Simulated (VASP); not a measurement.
Input of a VASP 6.6.1 run:

INCAR

```
  PREC = Accurate
  ENCUT = 520
  EDIFF = 1E-6
  ISMEAR = 1
  SIGMA = 0.1483
  LREAL = F
  LASPH = T
  NELM = 100
  ALGO = Normal
  ISIF = 2
  LWAVE = F
  LCHARG = F
  GGA = PE
  NBANDS = 29
```

Contents of KPOINTS:

```
Automatic mesh
0
Gamma
  5 5 5
```

The input POSCAR:

```
ZrSi2
1.0
    3.7608730000      0.0000000000      0.0000000000
    1.8804360000     -7.3852620000      0.0000000000
    0.0000000000      0.0000000000     -3.7103230000
Zr Si
2 4
Direct
    0.1060000000      0.7880000000      0.7500000000
    0.8940000000      0.2120000000      0.2500000000
    0.7500000000      0.5000000000      0.7500000000
    0.2500000000      0.5000000000      0.2500000000
    0.3550000000      0.2900000000      0.7500000000
    0.6450000000      0.7100000000      0.2500000000
```

Potentials or basis: VASP PAW PBE potentials, release 64 (Zr_sv, Si).

Command:

```sh
$ cat potpaw_PBE.64/Zr_sv/POTCAR potpaw_PBE.64/Si/POTCAR > POTCAR
$ mpirun -np 1 vasp_std > vasp.out
```

What does it give for the largest force?

2.421 eV/Å.

What does it give for the pressure?

7.3 GPa.

What does it give for the band gap on the k mesh?

Zero (band 20 reaches 10.21 eV, above the bottom of band 21 at 9.12 eV).

Forces on the atoms (eV/Å):
```
Zr   0.000 -0.235  0.000
Zr   0.000  0.235  0.000
Si   0.000  0.052  0.000
Si   0.000 -0.052  0.000
Si   0.000  2.421  0.000
Si   0.000 -2.421  0.000
```

Caveat: forces of over 1 eV/Å act on the atoms, so gaps and moduli don't describe the material at rest.
